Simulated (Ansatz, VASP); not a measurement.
HgTe in VASP and in Ansatz

```
Hg Te
1.0
     0.00000    3.22350    3.22350
     3.22350    0.00000    3.22350
     3.22350    3.22350    0.00000
Hg Te
1 1
Cartesian
  0.0577 0.0577 0.0577
  4.8353 4.8353 4.8353
```

Change from the starting cell: all Hg atoms moved -0.100 Å, as atom 1 towards its neighbour atom 2 (Te) at 2.792 Å.

Alike in both runs: task single point; functional PBE; k mesh 14 × 14 × 14; occupations gaussian, width 0.15 eV; no spin polarisation.

|  | VASP | Ansatz |
| --- | --- | --- |
| version | VASP 6.6.1 | Ansatz 0.2.0 |
| potentials or method | VASP PAW PBE potentials, release 64 (Hg, Te), cutoff 520 eV | scalar-relativistic, plane waves, PAW |
| valence electrons in the cell | 18 | 36 |

```tsv
	VASP	Ansatz	Ansatz less VASP
gap on the k mesh at the Fermi level (eV)	none	none	-
pressure (GPa)	4.3	4.2	-0.08
traceless stress, the component that is largest in VASP (GPa)	-0.79	-0.78	+0.015
rms of the force components (eV/Å)	0.194	0.190	-0.0042
```

Atom by atom the forces differ by 0.004 eV/Å (rms over components). A gap of «none» marks a metal or a gap that the smearing closes. VASP's potentials hold 18 valence electrons a cell and Ansatz's 36, so a difference there can come from the potentials and not from the codes.

Neither program's run includes spin-orbit coupling.
